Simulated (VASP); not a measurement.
GaN, 4 atoms in the cell. Symmetry: P6_3mc, No. 186, hexagonal system. Conventional cell: a = 3.307 Å, b = 3.307 Å, c = 5.385 Å, α = 90.00°, β = 90.00°, γ = 120.00°. Ga (site symmetry 3m) has 4 N at 2.02 to 2.03 Å within 2.7 Å. N (site symmetry 3m) has 4 Ga at 2.02 to 2.03 Å within 2.7 Å.  This cell differs from its parent crystal: strain +3.9%.

| Property | Result |
| --- | --- |
| Program | VASP 6.6.1 |
| Task | single point |
| Functional | PBE |
| Potentials or basis | VASP PAW PBE potentials, release 64 (Ga_d, N) |
| Cutoff | 520 eV |
| k mesh | 12 × 12 × 6 |
| Occupations | fermi-dirac, width 0.02 eV |
| Spin | no spin polarisation |
| Dipole correction | no |
| Further INCAR settings | ALGO = Normal; EDIFF = 1e-06; NBANDS = 26 |

Potentials or basis: VASP PAW PBE potentials, release 64 (Ga_d, N).

The run is started by

```console
$ cat potpaw_PBE.64/Ga_d/POTCAR potpaw_PBE.64/N/POTCAR > POTCAR
$ mpirun -np 1 vasp_std > vasp.out
```

Hardware: 1 thread of Intel(R) Xeon(R) 6975P-C (Granite Rapids), on a shared host.

Problem. How long does it take, and how much memory?

Solution. Run time: 44 s on 1 thread of Intel(R) Xeon(R) 6975P-C (Granite Rapids), with other jobs on the host, peak memory 0.22 GiB. Counts: scf iterations 15, k points 76.
